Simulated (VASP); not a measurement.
Runs of VASP 6.6.1 on Cu3Au4. The structure is that of space group Pm-3m (No. 221), or close to it. The cells are those of the table. The cell was built from a structure type or drawn by symmetry, and may not be a known phase.

```csv
task,cell,k mesh,gap on the mesh (eV),pressure (GPa),relaxed volume (Å³/atom)
relaxation of cell and atoms,"relaxed from a = 5.084 Å, 7 atoms",8 × 8 × 8,none,0.0,18.84
single point,"a = 5.088 Å, 7 atoms",8 × 8 × 8,none,(a),-
single point,"a = 5.084 Å, 7 atoms",4 × 4 × 4,none,0.4,-
relaxation of cell and atoms,"relaxed from a = 4.583 Å, 7 atoms",4 × 4 × 4,none,0.0,18.84
```

Alike in all rows: level PBE; potentials or basis VASP PAW PBE potentials, release 64 (Cu, Au); no spin polarisation; cutoff (eV) 600; smearing gaussian 0.1 eV.

Q: Estimate the missing entries.

A: (a) 0.1.

Caveats: spin-orbit coupling is left out, which moves the levels of the heavy elements; the volume moved by over 15 % at a fixed basis, so the end points are rough (at least some runs).

A k mesh can miss the band edges, and the runs leave out spin-orbit coupling on Au.

A gap of «none» marks levels without a gap at the run's occupations.
